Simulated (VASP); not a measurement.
Wanted: the native input for a VASP 6.6.1 run.

```yaml
Task: relaxation of cell and atoms
Functional: PBE
Potentials_or_basis: VASP PAW PBE potentials, release 64 (In_d, P)
Cutoff: 600 eV
k_mesh: 13 × 13 × 13
Occupations: fermi-dirac, width 0.1 eV
Spin: no spin polarisation
Dipole_correction: no
Further_INCAR_settings: ALGO = Normal; EDIFF = 1e-06; IBRION = 2; EDIFFG = -0.005; NSW = 60; ISIF = 3
```

The structure of InP (rocksalt type) lies in POSCAR:

```
InP
1.0
    0.0000000000      2.5708039839      2.5708039839
    2.5708039839      0.0000000000      2.5708039839
    2.5708039839      2.5708039839      0.0000000000
In P
1 1
Direct
    0.0000000000      0.0000000000      0.0000000000
    0.5000000000      0.5000000000      0.5000000000
```

The input as run:

INCAR

```
SYSTEM = InP
PREC     = Accurate       ! precision mode
ENCUT    = 600            ! plane-wave cutoff, eV
EDIFF    = 1E-6           ! SCF threshold, eV
ISMEAR   = -1             ! smearing method
SIGMA    = 0.1            ! smearing width, eV
LREAL    = .False.        ! projectors in reciprocal space
LASPH    = .True.         ! aspherical terms in the spheres
NELM     = 60             ! most SCF steps
ALGO     = Normal         ! electronic algorithm
ISIF     = 3              ! what is computed and relaxed
LWAVE    = .False.        ! write WAVECAR
LCHARG   = .False.        ! write CHGCAR
GGA      = PE             ! functional
IBRION   = 2              ! ionic algorithm
NSW      = 60             ! ionic steps
EDIFFG   = -0.005         ! ionic threshold
```

KPOINTS

```
Automatic mesh
0
Gamma
  13 13 13
  0 0 0
```

Potentials or basis: VASP PAW PBE potentials, release 64 (In_d, P).

Launch:

```sh
$ cat potpaw_PBE.64/In_d/POTCAR potpaw_PBE.64/P/POTCAR > POTCAR
$ mpirun -np 1 vasp_std > vasp.out
```

Results of the run:

The relaxed volume is 21.26 Å³/atom. The relaxed cell is a = 3.918 Å, b = 3.918 Å, c = 3.918 Å, α = 60.00°, β = 60.00°, γ = 60.00°. The space group after relaxing (to 0.05 Å) is Fm-3m (No. 225), the energy gained by relaxing is 302.7 meV/atom and the ionic steps are 19. The pressure after relaxing is 0.0 GPa and the band gap on the k mesh is zero (band 9 reaches 7.31 eV, above the bottom of band 10 at 4.72 eV).

Caveat: the volume moved by over 15 % at a fixed basis, so the end points are rough; spin-orbit coupling is left out, which moves the levels of the heavy elements.

It took 2.4 min on 1 thread of Intel(R) Xeon(R) 6975P-C (Granite Rapids), on a shared host, peak memory 0.2 GiB.
